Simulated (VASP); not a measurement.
Wanted: the native input for a VASP 6.6.1 run.

| Item | Value |
| --- | --- |
| Task | single point |
| Functional | PBEsol |
| Potentials or basis | VASP PAW PBE potentials, release 64 (Cu, Te, Br) |
| Cutoff | 520 eV |
| k mesh | 6 × 6 × 6 |
| Occupations | fermi-dirac, width 0.1 eV |
| Spin | no spin polarisation |
| Dipole correction | no |
| Further INCAR settings | ALGO = Normal; EDIFF = 1e-06; NBANDS = 45 |

The structure of Cu2TeBr6 lies in POSCAR:

```
Cu2TeBr6
1.0
    0.0000000000      5.0355870000      5.0355870000
    5.0355870000      0.0000000000      5.0355870000
    5.0355870000      5.0355870000      0.0000000000
Cu Te Br
2 1 6
Direct
    0.2500000000      0.2500000000      0.2500000000
    0.7500000000      0.7500000000      0.7500000000
    0.0000000000      0.0000000000      0.0000000000
    0.7532000000      0.2468000000      0.2468000000
    0.2468000000      0.7532000000      0.2468000000
    0.2468000000      0.7532000000      0.7532000000
    0.7532000000      0.2468000000      0.7532000000
    0.2468000000      0.2468000000      0.7532000000
    0.7532000000      0.7532000000      0.2468000000
```

One way to write it, as run:

INCAR

```
SYSTEM = Cu2TeBr6
PREC = Accurate
ENCUT = 520
EDIFF = 1E-6
ISMEAR = -1
SIGMA = 0.1
LREAL = .False.
LASPH = .True.
NELM = 100
ALGO = Normal
ISIF = 2
LWAVE = .False.
LCHARG = .False.
GGA = PS
NBANDS = 45
```

KPOINTS

```
Automatic mesh
0
Gamma
  6 6 6
  0 0 0
```

Potentials or basis: VASP PAW PBE potentials, release 64 (Cu, Te, Br).

Launch:

```sh
$ cat potpaw_PBE.64/Cu/POTCAR potpaw_PBE.64/Te/POTCAR potpaw_PBE.64/Br/POTCAR > POTCAR
$ mpirun -np 1 vasp_std > vasp.out
```

It gave:

```
Pressure               : 5.1 GPa
Largest force          : 2.411 eV/Å
Band gap on the k mesh : zero (bands 35 and 36 overlap by 0.50 eV)
```

Caveat: the cell stands under pressure; the PAW data sets were made with another functional, which shifts forces and pressure a little; spin-orbit coupling is left out, which moves the levels of the heavy elements.

Run time: 6.9 min on 1 thread of Intel Xeon 8259CL (shared host), peak memory 0.5 GiB.
